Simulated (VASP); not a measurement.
Sc3As: single point with PBE

The system is Sc3As.

```
CELL_PARAMETERS angstrom
-2.72157 2.72157 2.72157
2.72157 -2.72157 2.72157
2.72157 2.72157 -2.72157
ATOMIC_POSITIONS crystal
Sc 0.00000 0.50000 0.50000
Sc 0.50000 0.00000 0.50000
Sc 0.50000 0.50000 0.00000
As 0.00000 0.00000 0.00000
```

The cell was generated, and may not be a known phase.

* Program: VASP 6.6.1
* Task: single point
* Functional: PBE
* Potentials or basis: VASP PAW PBE potentials, release 64 (Sc_sv, As)
* Cutoff: 520 eV
* k mesh: 4 × 4 × 4
* Occupations: gaussian, width 0.1 eV
* Spin: no spin polarisation

```
Pressure               : 10.3 GPa
Band gap on the k mesh : zero (bands 19 and 20 overlap by 1.94 eV)
```

Levels at points of the mesh, in eV from the Fermi level:
| k point | band 15 | band 16 | band 17 | band 18 | band 19 | band 20 | band 21 | band 22 | band 23 | band 24 |
| --- | --- | --- | --- | --- | --- | --- | --- | --- | --- | --- |
| (0.00, 0.00, 0.00) | -1.88 | -1.88 | -1.88 | -1.57 | -1.57 | -1.57 | -0.46 | -0.46 | 2.67 | 2.67 |
| (0.50, 0.00, 0.00) | -3.30 | -2.99 | -0.57 | -0.29 | -0.28 | 0.69 | 1.00 | 1.26 | 1.52 | 1.59 |
| (0.50, 0.50, 0.50) | -3.18 | -3.18 | -1.27 | -1.27 | -0.25 | -0.25 | -0.25 | -0.12 | 2.32 | 2.32 |

Run time: 47 s on 1 thread of Oxide Virtual Turin-like Processor, with other jobs on the host, peak memory 0.16 GiB.

Caveat: the k points lie up to 0.41 Å⁻¹ apart, too coarse for converged energies and pressures of a metal.
